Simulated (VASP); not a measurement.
# Co (P6_3/mmc) in VASP: notebook, part 2 of 2

VASP 6.6.1.

## (3) Single point, PBE, collinear spin, ferromagnetic start

INCAR reads:

```
SYSTEM = Co
ALGO = Normal
EDIFF = 1E-6
ENCUT = 690
GGA = PE
GGA_COMPAT = .False.
ISIF = 2
ISMEAR = 0
ISPIN = 2
LASPH = .True.
LCHARG = .True.
LELF = .True.
LMAXMIX = 4
LORBIT = 11
LREAL = .False.
LVHAR = .True.
LWAVE = .False.
MAGMOM = 3 3
NBANDS = 28
NELM = 200
PREC = Accurate
SIGMA = 0.1
```

KPOINTS reads:

```
k-points
0
Gamma
  6 6 4
  0 0 0
```

POSCAR reads:

```
Co
1.0
    2.4719999032      0.0000000000      0.0000000000
   -1.2359999516      2.1408147143      0.0000000000
    0.0000000000      0.0000000000      4.0211440800
Co
2
Direct
    0.3333333300      0.6666666700      0.2500000000
    0.6666666700      0.3333333300      0.7500000000
```

Potentials or basis: VASP PAW PBE potentials, release 64 (Co_sv).

The run is started by

```
> cat potpaw_PBE.64/Co_sv/POTCAR > POTCAR
> mpirun -np 1 vasp_std > vasp.out
```

OUTCAR:

```text
SYSTEM = Co
   EDIFF = 1E-6
   ENCUT = 690
   GGA = PE
   ISIF = 2
   ISMEAR = 0
   ISPIN = 2
   LASPH = .True.
   LORBIT = 11
   LREAL = .False.
   NELM = 200
   PREC = Accurate

 ion  position               nearest neighbor table
   1  0.333  0.667  0.250-   2 2.47   2 2.47   2 2.47   2 2.47   2 2.47   2 2.47
   2  0.667  0.333  0.750-   1 2.47   1 2.47   1 2.47   1 2.47   1 2.47   1 2.47

  LATTYP: Found a hexagonal cell.
 ALAT       =     2.4719999032
 C/A-ratio  =     1.6266764715

  Lattice vectors:

 A1 = (   2.4719999032,   0.0000000000,   0.0000000000)
 A2 = (  -1.2359999516,   2.1408147143,   0.0000000000)
 A3 = (   0.0000000000,   0.0000000000,   4.0211440800)

Analysis of symmetry for initial positions (statically):
=====================================================================
 Subroutine PRICEL returns:
 Original cell was already a primitive cell.

 Routine SETGRP: Setting up the symmetry group for a
 hexagonal supercell.

 Subroutine GETGRP returns: Found 24 space group operations
 (whereof 12 operations were pure point group operations)
 out of a pool of 24 trial point group operations.

The static configuration has the point symmetry D_3d.
 The point group associated with its full space group is D_6h.

Analysis of symmetry for dynamics (positions and initial velocities):
=====================================================================
 Subroutine PRICEL returns:
 Original cell was already a primitive cell.

 Routine SETGRP: Setting up the symmetry group for a
 hexagonal supercell.

 Subroutine GETGRP returns: Found 24 space group operations
 (whereof 12 operations were pure point group operations)
 out of a pool of 24 trial point group operations.

The dynamic configuration has the point symmetry D_3d.
 The point group associated with its full space group is D_6h.

Analysis of structural, dynamic, and magnetic symmetry:
[... 150 lines left out ...]
  ---------------------------------------------------
  ext. energy  EPLUGINS =         0.00000000
  ---------------------------------------------------
  free energy    TOTEN  =       -14.26864057 eV

  energy without entropy =      -14.25852967  energy(sigma->0) =      -14.26358512

 E-fermi :  12.3161     XC(G=0): -14.0243

 val. band max:       12.2912407449   @ k =   0.5000   0.0000   0.5000
 cond. band min:      12.3882811514   @ k =   0.1667   0.1667   0.2500
 fundamental gap:      0.0970404065
 Fermi energy:        12.3161292038

 spin component 1

 k-point     1 :       0.0000    0.0000    0.0000
  band No.  band energies     occupation
      1     -83.7337      1.00000
      2     -83.6735      1.00000
      3     -47.1490      1.00000
      4     -46.8256      1.00000
      5     -46.8256      1.00000
      6     -46.8023      1.00000
[... 640 lines left out ...]
     27      35.8671      0.00000
     28      35.8671      0.00000
 Fermi energy:        12.3161292038

 spin component 2

 k-point     1 :       0.0000    0.0000    0.0000
  band No.  band energies     occupation
      1     -81.7036      1.00000
      2     -81.6390      1.00000
      3     -45.1826      1.00000
      4     -44.8438      1.00000
      5     -44.8438      1.00000
      6     -44.8057      1.00000
[... 640 lines left out ...]
     27      35.9770      0.00000
     28      35.9770      0.00000

------------------------ aborting loop because EDIFF is reached ----------------------------------------

  FORCE on cell =-STRESS in cart. coord.  units (eV):
  Direction    XX          YY          ZZ          XY          YZ          ZX
  --------------------------------------------------------------------------------------
  -------------------------------------------------------------------------------------
  Total        0.3492303      0.3492303      0.3082955      0.0000000      0.0000000      0.0000000
  in kB       26.2933175     26.2933175     23.2113573      0.0000000      0.0000000      0.0000000
  external PRESSURE =      25.2659974 kB  Pullay stress =       0.0000000 kB

 VOLUME and BASIS-vectors are now :
 -----------------------------------------------------------------------------
  energy-cutoff  :      690.00
  volume of cell :       21.28
      direct lattice vectors                 reciprocal lattice vectors
     2.471999903  0.000000000  0.000000000     0.404530760  0.233555943  0.000000000
    -1.235999952  2.140814714  0.000000000     0.000000000  0.467111887  0.000000000
     0.000000000  0.000000000  4.021144080     0.000000000  0.000000000  0.248685444

 POSITION                                       TOTAL-FORCE (eV/Angst)
 -----------------------------------------------------------------------------------
     -0.00000      1.42721      1.00529         0.000000      0.000000      0.000000
      1.23600      0.71360      3.01586        -0.000000     -0.000000      0.000000
 -----------------------------------------------------------------------------------
    total drift:                               -0.000013      0.000007     -0.000001

  FREE ENERGIE OF THE ION-ELECTRON SYSTEM (eV)
  ---------------------------------------------------
  free  energy   TOTEN  =       -14.2686405712 eV

  energy  without entropy=      -14.2585296705  energy(sigma->0) =      -14.26358512

 total charge

# of ion       s       p       d       tot
------------------------------------------
    1        2.250   6.123   6.703  15.076
    2        2.250   6.123   6.703  15.076
--------------------------------------------------
tot          4.500  12.247  13.406  30.152

 magnetization (x)

# of ion       s       p       d       tot
------------------------------------------
    1       -0.005  -0.012   1.672   1.655
    2       -0.005  -0.012   1.672   1.655
--------------------------------------------------
tot         -0.010  -0.025   3.344   3.310
```

OSZICAR:

```text
N       E                     dE             d eps       ncg     rms          rms(c)
DAV:   1     0.653953908789E+03    0.65395E+03   -0.22826E+04  3148   0.438E+03
DAV:   2     0.335604714456E+02   -0.62039E+03   -0.59242E+03  3496   0.100E+03
DAV:   3    -0.152205610842E+02   -0.48781E+02   -0.47668E+02  3552   0.278E+02
DAV:   4    -0.159810011601E+02   -0.76044E+00   -0.75967E+00  3496   0.315E+01
DAV:   5    -0.160049395704E+02   -0.23938E-01   -0.23937E-01  3148   0.563E+00    0.207E+01
DAV:   6    -0.148510337706E+02    0.11539E+01   -0.11206E+01  2948   0.962E+01    0.149E+01
DAV:   7    -0.142820272713E+02    0.56901E+00   -0.21144E+00  2924   0.414E+01    0.492E+00
DAV:   8    -0.142766739914E+02    0.53533E-02   -0.50733E-02  3332   0.319E+00    0.171E+00
DAV:   9    -0.142693948836E+02    0.72791E-02   -0.46313E-03  3616   0.140E+00    0.606E-01
DAV:  10    -0.142685715681E+02    0.82332E-03   -0.18097E-03  3384   0.123E+00    0.106E-01
DAV:  11    -0.142686295432E+02   -0.57975E-04   -0.90684E-05  3816   0.179E-01    0.374E-02
DAV:  12    -0.142686401116E+02   -0.10568E-04   -0.83487E-06  2748   0.419E-02    0.238E-02
DAV:  13    -0.142686405712E+02   -0.45960E-06   -0.18038E-06  2336   0.205E-02
   1 F= -.14268641E+02 E0= -.14263585E+02  d E =-.101109E-01  mag=     3.1856
```

stdout:

```text
POSCAR found type information on POSCAR Co
 POSCAR found :  1 types and       2 ions
 scaLAPACK will be used
 LDA part: xc-table for (Slater+PW92), standard interpolation
 POSCAR, INCAR and KPOINTS ok, starting setup
 FFT: planning ... GRIDC
 FFT: planning ... GRID_SOFT
 FFT: planning ... GRID
 WAVECAR not read
 entering main loop
```

Wall time 28 s (1 thread of Intel Xeon Platinum 8488C (Sapphire Rapids), shared host); peak memory 0.17 GiB.

What came out:

```
Free energy                                           : -14.2686 eV
Pressure                                              : 2.5 GPa
Net moment                                            : 3.18 μB per cell
Site moments                                          : Co +1.66 μB
Valence electrons inside the program's atomic spheres : Co 15.08
```

Stress tensor (GPa, compression positive):
```
2.63 0.00 0.00
0.00 2.63 0.00
0.00 0.00 2.32
```

Levels at points of the mesh, in eV from the Fermi level:
Spin up:
| k point | band 17 | band 18 | band 19 | band 20 | band 21 | band 22 |
| --- | --- | --- | --- | --- | --- | --- |
| (0.00, 0.00, 0.00) | -1.89 | -0.77 | -0.77 | -0.24 | 6.43 | 22.08 |
| (0.50, 0.00, 0.00) | -0.54 | -0.44 | 1.37 | 3.43 | 9.74 | 10.43 |
| (0.00, 0.00, 0.50) | -1.09 | -1.09 | -1.09 | -1.09 | 15.02 | 15.02 |
| (0.50, 0.00, 0.50) | -0.50 | -0.50 | 1.59 | 1.59 | 7.43 | 7.43 |
Spin down:
```tsv
k point	band 13	band 14	band 15	band 16	band 17	band 18	band 19	band 20
(0.00, 0.00, 0.00)	-0.96	-0.58	-0.58	-0.29	-0.12	-0.12	1.12	1.12
(0.50, 0.00, 0.00)	-1.10	-1.07	-0.64	1.28	1.38	1.44	2.62	4.40
(0.00, 0.00, 0.50)	-1.02	-1.02	-1.02	-1.02	0.77	0.77	0.77	0.77
(0.50, 0.00, 0.50)	-0.02	-0.02	0.24	0.24	1.38	1.38	2.24	2.24
```

Caveat: the k points lie up to 0.49 Å⁻¹ apart.

## (4) Single point, LDA, collinear spin, ferromagnetic start

This run uses another cell than the first one, of 13.09 Å³/atom.

INCAR reads:

```
SYSTEM = Co
PREC     = Accurate       ! precision mode
ENCUT    = 690            ! plane-wave cutoff, eV
EDIFF    = 1E-6           ! SCF threshold, eV
ISMEAR   = 0              ! smearing method
SIGMA    = 0.1            ! smearing width, eV
LREAL    = .FALSE.        ! projectors in reciprocal space
LASPH    = .TRUE.         ! aspherical terms in the spheres
NELM     = 200            ! most SCF steps
ALGO     = Normal         ! electronic algorithm
ISIF     = 2              ! what is computed and relaxed
LWAVE    = .FALSE.        ! write WAVECAR
LCHARG   = .FALSE.        ! write CHGCAR
ISPIN    = 2              ! spin polarisation
MAGMOM   = 1.83 1.83      ! initial moments
LORBIT   = 11             ! projections on sites
LMAXMIX  = 4              ! l up to which the mixer works
GGA      = CA             ! functional
NBANDS   = 28             ! bands
GGA_COMPAT= .FALSE.
```

KPOINTS reads:

```
regular mesh
0
G
  3 3 1
  0 0 0
```

POSCAR reads:

```
Co
1.0
    2.6486027149      0.0000000000      0.0000000000
   -1.3243013575      2.2937572357      0.0000000000
    0.0000000000      0.0000000000      4.3084197187
Co
2
Direct
    0.3333333333      0.6666666667      0.2500000000
    0.6666666667      0.3333333333      0.7500000000
```

Potentials or basis: VASP PAW LDA potentials, release 64 (Co_sv).

The run is started by

```
> cat potpaw_LDA.64/Co_sv/POTCAR > POTCAR
> mpirun -np 1 vasp_std > vasp.out
```

It took 6.9 s on 1 thread of AMD EPYC 7R13 (Zen 3), shared host; peak memory 0.11 GiB.

The run converged. Its results:

| Quantity | Value |
| --- | --- |
| Free energy | -15.8479 eV |
| Pressure | -41.0 GPa |
| Net moment | 3.77 μB per cell |
| Site moments | Co +1.89 μB |
| Valence electrons inside the program's atomic spheres | Co 14.97 |

Stress tensor (GPa, compression positive):
```
-38.36   0.00   0.00
  0.00 -38.36   0.00
  0.00   0.00 -46.26
```

Levels at points of the mesh, in eV from the Fermi level:
Spin up:
| k point | band 15 | band 16 | band 17 | band 18 | band 19 | band 20 | band 21 | band 22 | band 23 | band 24 |
| --- | --- | --- | --- | --- | --- | --- | --- | --- | --- | --- |
| (0.00, 0.00, 0.00) | -2.15 | -1.69 | -1.69 | -0.85 | -0.85 | -0.14 | 4.71 | 20.22 | 21.10 | 21.10 |
Spin down:
```tsv
k point	band 12	band 13	band 14	band 15	band 16	band 17	band 18	band 19
(0.00, 0.00, 0.00)	-0.62	-0.61	-0.34	-0.34	0.03	0.03	0.03	0.96
```

Caveat: the k points lie up to 1.46 Å⁻¹ apart, too coarse for converged energies, forces and pressures.

## (5) Summary

```tsv
level	potentials or basis	cell	k mesh	gap on the mesh (eV)	pressure (GPa)	moment (μB)
PBE	VASP PAW PBE potentials, release 64 (Co_sv)	a = 2.472, b = 2.472, c = 4.021 Å, angles 90.0, 90.0, 120.0°, 2 atoms	3 × 3 × 2	none	5.2	3.05
PBE	VASP PAW PBE potentials, release 64 (Co_sv)	a = 2.472, b = 2.472, c = 4.021 Å, angles 90.0, 90.0, 120.0°, 2 atoms	6 × 6 × 4	none	2.5	3.18
LDA	VASP PAW LDA potentials, release 64 (Co_sv)	a = 2.649, b = 2.649, c = 4.308 Å, angles 90.0, 90.0, 120.0°, 2 atoms	3 × 3 × 1	none	-41.0	3.77
```

Alike in all rows: task single point; spin collinear, ferromagnetic start; cutoff (eV) 690; smearing gaussian 0.1 eV.

Caveats: all runs use coarse meshes.

Total energies depend on the potentials used, so only differences within one code and one set of settings carry meaning.

The gap in the log of VASP goes by the Fermi energy; the results here count the filled bands.